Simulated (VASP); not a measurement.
# SnO in VASP: a series of runs

The runs below take SnO through single point, with PBE+D3(BJ).

Program: VASP 6.6.1. These are calculated values, not measurements. Logs are shortened: lines on timing, memory, paths and dates and some standing lists are left out, and cuts for length are marked.

## 1. The cell of the first run

The cell holds a slab with vacuum, 8 atoms: a = 3.820 Å, b = 3.820 Å, c = 22.226 Å, α = 90.00°, β = 90.00°, γ = 90.00°.

## 2. Single point, PBE+D3(BJ)

File INCAR:

```
SYSTEM = SnO
PREC = Accurate ; ENCUT = 520
EDIFF = 1E-6 ; ISMEAR = 0
SIGMA = 0.05 ; LREAL = .False.
LASPH = .True. ; NELM = 80
ALGO = Normal ; ISIF = 2
LWAVE = .False. ; LCHARG = .False.
LDIPOL = .True. ; IDIPOL = 3
DIPOL = 0.5 0.5 0.399 ; GGA = PE
IVDW = 12 ; NBANDS = 50
```

File KPOINTS:

```
regular mesh
0
Gamma
  7 7 1
  0 0 0
```

File POSCAR:

```
SnO
1.0
    3.8201526697      0.0002954396      0.0000000000
   -0.0003145245      3.8201526682      0.0000000000
    0.0000000000      0.0000000000     22.2260755522
Sn O
4 4
Direct
    0.9999453086      0.9999453086      0.2024648926
    0.4999453086      0.4999453086      0.3087831570
    0.4999453086      0.8749453086      0.4887519504
    0.9999453086      1.3749453086      0.5950702148
    0.9999461247      0.4999461247      0.2556240248
    0.4999461247      0.9999461247      0.2556240248
    0.4999444925      1.3749444925      0.5419110826
    0.9999444925      0.8749444925      0.5419110826
```

Potentials or basis: VASP PAW PBE potentials, release 64 (Sn_d, O).

Started as:

```console
$ cat potpaw_PBE.64/Sn_d/POTCAR potpaw_PBE.64/O/POTCAR > POTCAR
$ mpirun -np 1 vasp_std > vasp.out
```

OUTCAR:

```text
SYSTEM = SnO
   PREC = Accurate
   ENCUT = 520
   EDIFF = 1E-6
   ISMEAR = 0
   LREAL = .False.
   LASPH = .True.
   NELM = 80
   ISIF = 2
   GGA = PE
   IVDW = 12
 IVDW          = 12

 ion  position               nearest neighbor table
   1  1.000  1.000  0.202-   6 2.25   5 2.25   6 2.25   5 2.25   2 3.59   2 3.59   2 3.59   2 3.59

   2  0.500  0.500  0.309-   5 2.25   6 2.25   5 2.25   6 2.25   1 3.59   1 3.59   1 3.59   1 3.59

   3  0.500  0.875  0.489-   8 2.25   7 2.25   8 2.25   7 2.25   4 3.59   4 3.59   4 3.59   4 3.59

   4  1.000  0.375  0.595-   7 2.25   8 2.25   7 2.25   8 2.25   3 3.59   3 3.59   3 3.59   3 3.59

   5  1.000  0.500  0.256-   2 2.25   1 2.25   2 2.25   1 2.25
   6  0.500  1.000  0.256-   1 2.25   2 2.25   1 2.25   2 2.25
   7  0.500  0.375  0.542-   4 2.25   3 2.25   4 2.25   3 2.25
   8  1.000  0.875  0.542-   3 2.25   4 2.25   3 2.25   4 2.25

  LATTYP: Found a simple tetragonal cell.
 ALAT       =     3.8201526811
 C/A-ratio  =     5.8181118420

  Lattice vectors:

 A1 = (   3.8201526697,   0.0002954396,   0.0000000000)
 A2 = (  -0.0003145245,   3.8201526682,   0.0000000000)
 A3 = (   0.0000000000,   0.0000000000,  22.2260755522)

Analysis of symmetry for initial positions (statically):
=====================================================================
 Subroutine PRICEL returns:
 Original cell was already a primitive cell.

 Routine SETGRP: Setting up the symmetry group for a
 simple tetragonal supercell.

 Subroutine GETGRP returns: Found  4 space group operations
 (whereof  1 operations were pure point group operations)
 out of a pool of 16 trial point group operations.

The static configuration has the point symmetry C_1 .
 The point group associated with its full space group is C_2h.

Analysis of symmetry for dynamics (positions and initial velocities):
=====================================================================
 Subroutine PRICEL returns:
 Original cell was already a primitive cell.

 Routine SETGRP: Setting up the symmetry group for a
 simple tetragonal supercell.

 Subroutine GETGRP returns: Found  4 space group operations
 (whereof  1 operations were pure point group operations)
 out of a pool of 16 trial point group operations.

The dynamic configuration has the point symmetry C_1 .
 The point group associated with its full space group is C_2h.

 Subroutine INISYM returns: Found  4 space group operations
 (whereof  1 operations are pure point group operations),
[... 111 lines left out ...]
   NUPDOWN=      -1.0000    fix difference up-down
   EMIN   =  10.00;   EMAX   =-10.00  energy-range for DOS
   EFERMI =   0.00;   METHOD = LEGACY
   ISMEAR =     0;   SIGMA  =   0.05  broadening in eV -4-tet -1-fermi 0-gaus
   EFERMI_NEDOS =   21; number of points for ismear=-14 and -15
   IALGO  =     38    algorithm
   IMIX   =      4    mixing-type and parameters
     AMIX     =   0.40;   BMIX     =  1.00
     AMIX_MAG =   1.60;   BMIX_MAG =  1.00
  volume/ion in A,a.u.               =      40.54       273.61
  Fermi-wavevector in a.u.,A,eV,Ry     =   1.026668  1.940121 14.341186  1.054047
  Thomas-Fermi vector in A             =   2.160573
   LORBIT       =      0    0 simple, 1 ext, 2 COOP (PROOUT), +10 PAW based schemes
   GGA     = PE    functional components
   LHFCALC =     F    Hartree Fock is set to
   AEXX    =    0.0000 exact exchange contribution
   IVDW    =    12    specifies the selected vdW correction
   LEPSILON=     F    determine dielectric tensor
   LRPA    =     F    only Hartree local field effects (RPA)
 non-spin polarized calculation
 Gauss-broadening in eV      SIGMA  =   0.05
  energy-cutoff  :      520.00
  volume of cell :      324.36
 maximum number of plane-waves:      8769
   NGX = 15   NGY = 15   NGZ = 83

 dipolmoment           0.000000      0.000000     -0.000001 electrons x Angstroem

 number of electron      79.9999970 magnetization

 dipolmoment           0.000000      0.000000      0.000000 electrons x Angstroem

 Free energy of the ion-electron system (eV)
  ---------------------------------------------------
  ext. energy  EPLUGINS =         0.00000000
  ---------------------------------------------------
  free energy    TOTEN  =       -45.15624210 eV

  energy without entropy =      -45.15624210  energy(sigma->0) =      -45.15624210

 E-fermi :   0.1683     XC(G=0):  -5.2950

 val. band max:       -0.1430849104   @ k =   0.1429  -0.0000   0.0000
 cond. band min:       2.1646550181   @ k =   0.4286  -0.0000   0.0000
 fundamental gap:      2.3077399285
 Fermi energy:         0.1683415159

 k-point     1 :       0.0000    0.0000    0.0000
  band No.  band energies     occupation
      1     -21.0512      2.00000
      2     -21.0512      2.00000
      3     -20.6907      2.00000
      4     -20.6906      2.00000
      5     -20.6537      2.00000
      6     -20.6531      2.00000
[... 837 lines left out ...]
     49       6.2577      0.00000
     50       6.3544      0.00000

------------------------ aborting loop because EDIFF is reached ----------------------------------------

 vacuum level on the upper side and lower side of the slab       (xc-potential included)        -0.153        -0.153

 Edisp (eV)   -1.25507

 E8    (eV) :    -0.5550

  FORCE on cell =-STRESS in cart. coord.  units (eV):
  Direction    XX          YY          ZZ          XY          YZ          ZX
  --------------------------------------------------------------------------------------
  -------------------------------------------------------------------------------------
  Total       0.20897     0.32323     0.06138    -0.00001     0.27403    -0.00002
  in kB       1.03221     1.59659     0.30319    -0.00005     1.35356    -0.00011
  external pressure =        0.98 kB  Pullay stress =        0.00 kB

 VOLUME and BASIS-vectors are now :
 -----------------------------------------------------------------------------
  energy-cutoff  :      520.00
  volume of cell :      324.36
      direct lattice vectors                 reciprocal lattice vectors
     3.820152670  0.000295440  0.000000000     0.261769641  0.000021552  0.000000000
    -0.000314525  3.820152668  0.000000000    -0.000020245  0.261769641  0.000000000
     0.000000000  0.000000000 22.226075552     0.000000000  0.000000000  0.044992198

 POSITION                                       TOTAL-FORCE (eV/Angst)
 -----------------------------------------------------------------------------------
      3.81963      3.82024      4.50000         0.000000     -0.005174     -0.079526
      1.90971      1.91002      6.86304         0.000003     -0.032534      0.096752
      1.90959      3.34257     10.86304        -0.000003      0.032534     -0.096752
      3.81983      1.43264     13.22608        -0.000000      0.005174      0.079526
      3.81979      1.91017      5.68152        -0.000001      0.010325      0.007936
      1.90956      3.82009      5.68152         0.000002     -0.025836      0.006275
      1.90975      1.43249     12.04456        -0.000002      0.025836     -0.006275
      3.81967      3.34272     12.04456         0.000001     -0.010325     -0.007936
 -----------------------------------------------------------------------------------
    total drift:                               -0.000003     -0.000003      0.000002

  FREE ENERGIE OF THE ION-ELECTRON SYSTEM (eV)
  ---------------------------------------------------
  free  energy   TOTEN  =       -46.4113130738 eV

  energy  without entropy=      -46.4113130738  energy(sigma->0) =      -46.41131307

 vacuum level on the upper side and lower side of the slab         4.800         4.800
```

stdout:

```text
POSCAR found type information on POSCAR SnO
 POSCAR found :  2 types and       8 ions
 scaLAPACK will be used
 LDA part: xc-table for (Slater+PW92), standard interpolation
 POSCAR, INCAR and KPOINTS ok, starting setup
 FFT: planning ... GRIDC
 FFT: planning ... GRID_SOFT
 FFT: planning ... GRID
 WAVECAR not read
 entering main loop
```

Wall time 6 min (1 thread of Intel Xeon 6975P-C, shared host); peak memory 0.45 GiB.

What came out:

* Free energy: -46.4113 eV
* Largest force: 0.102 eV/Å
* Band gap on the k mesh: 2.31 eV, indirect (least direct gap 2.52 eV)
* Dispersion energy per atom: -0.157 eV

Forces in eV/Å, atoms in the order of the input:
```
Sn   0.000 -0.005 -0.080
Sn   0.000 -0.033  0.097
Sn   0.000  0.033 -0.097
Sn   0.000  0.005  0.080
O    0.000  0.010  0.008
O    0.000 -0.026  0.006
O    0.000  0.026 -0.006
O    0.000 -0.010 -0.008
```

Levels at points of the mesh, in eV from the valence-band top:
| k point | band 37 | band 38 | band 39 | band 40 | band 41 | band 42 | band 43 | band 44 |
| --- | --- | --- | --- | --- | --- | --- | --- | --- |
| (0.00, 0.00, 0.00) | -2.00 | -2.00 | -0.70 | -0.03 | 2.49 | 2.81 | 2.81 | 3.87 |

Caveat: spin-orbit coupling is left out, which moves the levels of the heavy elements.

## 3. Single point, PBE+D3(BJ)

File INCAR:

```
PREC     = Accurate       # precision mode
ENCUT    = 520            # plane-wave cutoff, eV
EDIFF    = 1E-6           # SCF threshold, eV
ISMEAR   = 0              # smearing method
SIGMA    = 0.05           # smearing width, eV
LREAL    = F              # projectors in reciprocal space
LASPH    = T              # aspherical terms in the spheres
NELM     = 60             # most SCF steps
ALGO     = Normal         # electronic algorithm
ISIF     = 2              # what is computed and relaxed
LWAVE    = F              # write WAVECAR
LCHARG   = F              # write CHGCAR
LDIPOL   = T            
IDIPOL   = 3            
DIPOL    = 0.5 0.5 0.399
GGA      = PE             # functional
IVDW     = 12             # dispersion correction
NBANDS   = 50             # bands
```

File KPOINTS:

```
regular mesh
0
Gamma
  7 7 1
```

File POSCAR:

```
SnO
1.0
    3.8201526697      0.0002954396      0.0000000000
   -0.0003145245      3.8201526682      0.0000000000
    0.0000000000      0.0000000000     22.2260755522
Sn O
4 4
Direct
    0.9999453086      0.9999453086      0.2024648926
    0.4999453086      0.4999453086      0.3087831570
    0.4999453086      0.7499453086      0.4887519504
    0.9999453086      1.2499453086      0.5950702148
    0.9999461247      0.4999461247      0.2556240248
    0.4999461247      0.9999461247      0.2556240248
    0.4999444925      1.2499444925      0.5419110826
    0.9999444925      0.7499444925      0.5419110826
```

Potentials or basis: VASP PAW PBE potentials, release 64 (Sn_d, O).

Started as:

```console
$ cat potpaw_PBE.64/Sn_d/POTCAR potpaw_PBE.64/O/POTCAR > POTCAR
$ mpirun -np 1 vasp_std > vasp.out
```

OUTCAR:

```text
PREC = Accurate
   ENCUT = 520
   EDIFF = 1E-6
   ISMEAR = 0
   LREAL = F
   LASPH = T
   NELM = 60
   ISIF = 2
   GGA = PE
   IVDW = 12
 IVDW          = 12

 ion  position               nearest neighbor table
   1  1.000  1.000  0.202-   6 2.25   5 2.25   6 2.25   5 2.25   2 3.59   2 3.59   2 3.59   2 3.59

   2  0.500  0.500  0.309-   5 2.25   6 2.25   5 2.25   6 2.25   1 3.59   1 3.59   1 3.59   1 3.59

   3  0.500  0.750  0.489-   8 2.25   7 2.25   8 2.25   7 2.25   4 3.59   4 3.59   4 3.59   4 3.59

   4  1.000  0.250  0.595-   7 2.25   8 2.25   7 2.25   8 2.25   3 3.59   3 3.59   3 3.59   3 3.59

   5  1.000  0.500  0.256-   2 2.25   1 2.25   2 2.25   1 2.25
   6  0.500  1.000  0.256-   1 2.25   2 2.25   1 2.25   2 2.25
   7  0.500  0.250  0.542-   4 2.25   3 2.25   4 2.25   3 2.25
   8  1.000  0.750  0.542-   3 2.25   4 2.25   3 2.25   4 2.25

  LATTYP: Found a simple tetragonal cell.
 ALAT       =     3.8201526811
 C/A-ratio  =     5.8181118420

  Lattice vectors:

 A1 = (   3.8201526697,   0.0002954396,   0.0000000000)
 A2 = (  -0.0003145245,   3.8201526682,   0.0000000000)
[... 195 lines left out ...]
      2     -21.0441      2.00000
      3     -20.6837      2.00000
      4     -20.6836      2.00000
      5     -20.6473      2.00000
      6     -20.6464      2.00000
[... 837 lines left out ...]
     49       6.0704      0.00000
     50       6.2297      0.00000

------------------------ aborting loop because EDIFF is reached ----------------------------------------

 vacuum level on the upper side and lower side of the slab       (xc-potential included)        -0.176        -0.176

 Edisp (eV)   -1.25436

 E8    (eV) :    -0.5545

  FORCE on cell =-STRESS in cart. coord.  units (eV):
  Direction    XX          YY          ZZ          XY          YZ          ZX
  --------------------------------------------------------------------------------------
  -------------------------------------------------------------------------------------
  Total       0.26209     0.33969     0.42466    -0.00001     0.41640    -0.00003
  in kB       1.29462     1.67791     2.09764    -0.00004     2.05682    -0.00017
  external pressure =        1.69 kB  Pullay stress =        0.00 kB

 VOLUME and BASIS-vectors are now :
 -----------------------------------------------------------------------------
  energy-cutoff  :      520.00
  volume of cell :      324.36
      direct lattice vectors                 reciprocal lattice vectors
     3.820152670  0.000295440  0.000000000     0.261769641  0.000021552  0.000000000
    -0.000314525  3.820152668  0.000000000    -0.000020245  0.261769641  0.000000000
     0.000000000  0.000000000 22.226075552     0.000000000  0.000000000  0.044992198

 POSITION                                       TOTAL-FORCE (eV/Angst)
 -----------------------------------------------------------------------------------
      3.81963      3.82024      4.50000         0.000001     -0.007789     -0.081198
      1.90971      1.91002      6.86304         0.000004     -0.049907      0.027897
      1.90963      2.86505     10.86304        -0.000004      0.049907     -0.027897
      3.81987      0.95512     13.22608        -0.000001      0.007789      0.081198
      3.81979      1.91017      5.68152        -0.000001      0.015587      0.001811
      1.90956      3.82009      5.68152         0.000003     -0.038971      0.000550
      1.90979      0.95497     12.04456        -0.000003      0.038971     -0.000550
      3.81970      2.86520     12.04456         0.000001     -0.015587     -0.001811
 -----------------------------------------------------------------------------------
    total drift:                               -0.000003     -0.000003      0.000004

  FREE ENERGIE OF THE ION-ELECTRON SYSTEM (eV)
  ---------------------------------------------------
  free  energy   TOTEN  =       -46.3777432686 eV

  energy  without entropy=      -46.3777432686  energy(sigma->0) =      -46.37774327

 vacuum level on the upper side and lower side of the slab         4.810         4.810
```

stdout:

```text
POSCAR found type information on POSCAR SnO
 POSCAR found :  2 types and       8 ions
 scaLAPACK will be used
 LDA part: xc-table for (Slater+PW92), standard interpolation
 POSCAR, INCAR and KPOINTS ok, starting setup
 FFT: planning ... GRIDC
 FFT: planning ... GRID_SOFT
 FFT: planning ... GRID
 WAVECAR not read
 entering main loop
```

It took 3.9 min on 1 thread of Intel Xeon Platinum 8488C (Sapphire Rapids), shared host; peak memory 0.44 GiB.

What came out:

```yaml
Free_energy: -46.3777 eV
Largest_force: 0.082 eV/Å
Band_gap_on_the_k_mesh: 2.27 eV, indirect (least direct gap 2.51 eV)
Dispersion_energy_per_atom: -0.157 eV
```

Forces in eV/Å, atoms in the order of the input:
```
Sn   0.000 -0.008 -0.081
Sn   0.000 -0.050  0.028
Sn   0.000  0.050 -0.028
Sn   0.000  0.008  0.081
O    0.000  0.016  0.002
O    0.000 -0.039  0.001
O    0.000  0.039 -0.001
O    0.000 -0.016 -0.002
```

Caveat: spin-orbit coupling is left out, which moves the levels of the heavy elements.
